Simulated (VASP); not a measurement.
**FeNi3 (Awaruite): single point with PBEsol**

The system is FeNi3 (Awaruite).

```
Ni Fe
1.0
     3.54500    0.00000    0.00000
     0.00000    3.54500    0.00000
     0.00000    0.00000    3.54500
Ni Fe
3 1
Direct
  0.50000 0.50000 0.00000
  0.50000 0.00000 0.50000
  0.00000 0.50000 0.50000
  0.00000 0.00000 0.00000
```

```json
{
  "Program": "VASP 6.6.1",
  "Task": "single point",
  "Functional": "PBEsol",
  "Potentials or basis": "VASP PAW PBE potentials, release 64 (Ni, Fe)",
  "Cutoff": "520 eV",
  "k mesh": "8 × 8 × 8",
  "Occupations": "fermi-dirac, width 0.05 eV",
  "Spin": "no spin polarisation"
}
```

The pressure is -17.3 GPa. The band gap on the k mesh is zero (band 19 reaches 8.69 eV, above the bottom of band 20 at 7.66 eV).

Levels at points of the mesh, in eV from the Fermi level:
```tsv
k point	band 17	band 18	band 19	band 20	band 21	band 22
(0.00, 0.00, 0.00)	0.32	0.32	0.63	0.63	0.63	2.53
(0.50, 0.00, 0.00)	-0.66	-0.60	-0.30	-0.05	-0.04	0.61
(0.50, 0.50, 0.00)	-0.96	-0.50	-0.40	-0.40	1.23	1.23
(0.50, 0.50, 0.50)	-0.15	-0.15	-0.15	0.29	0.29	0.29
```

Wall time 52 s on 1 thread of AMD EPYC 9755 128-Core Processor, with other jobs on the host, peak memory 0.14 GiB.

Caveat: the PAW data sets were made with another functional, which shifts forces and pressure a little; the run has no spin polarisation, though such a crystal can be magnetic. Spin polarisation is off, so any magnetic state and its effect on volume and gap are missing.
